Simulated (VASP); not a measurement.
A run of VASP 6.6.1:

INCAR

```
PREC     = Accurate       # precision mode
ENCUT    = 520            # plane-wave cutoff, eV
EDIFF    = 1E-6           # SCF threshold, eV
ISMEAR   = 0              # smearing method
SIGMA    = 0.15           # smearing width, eV
LREAL    = F              # projectors in reciprocal space
LASPH    = T              # aspherical terms in the spheres
NELM     = 80             # most SCF steps
ALGO     = Normal         # electronic algorithm
ISIF     = 2              # what is computed and relaxed
LWAVE    = F              # write WAVECAR
LCHARG   = T              # write CHGCAR
GGA      = PS             # functional
LELF     = T              # ELF
LVHAR    = T            
NBANDS   = 8              # bands
```

Contents of KPOINTS:

```
regular mesh
0
Gamma
  16 16 16
```

File POSCAR:

```
Sb
1.0
    3.2864000000      0.0000000000      0.0000000000
    0.0000000000      3.2864000000      0.0000000000
    0.0000000000      0.0000000000      3.2864000000
Sb
1
Direct
    0.0000000000      0.0000000000      0.0000000000
```

Potentials or basis: VASP PAW PBE potentials, release 64 (Sb).

Launch:

```bash
$ cat potpaw_PBE.64/Sb/POTCAR > POTCAR
$ mpirun -np 1 vasp_std > vasp.out
```

Hardware: 1 thread of Intel(R) Xeon(R) 6975P-C (Granite Rapids), with other jobs on the host.

**Question.** How long does it take, and how much memory?

**Answer.** It took 12 s on 1 thread of Intel(R) Xeon(R) 6975P-C (Granite Rapids) (shared host), peak memory 0.16 GiB. Counts: scf iterations 9, k points 165.
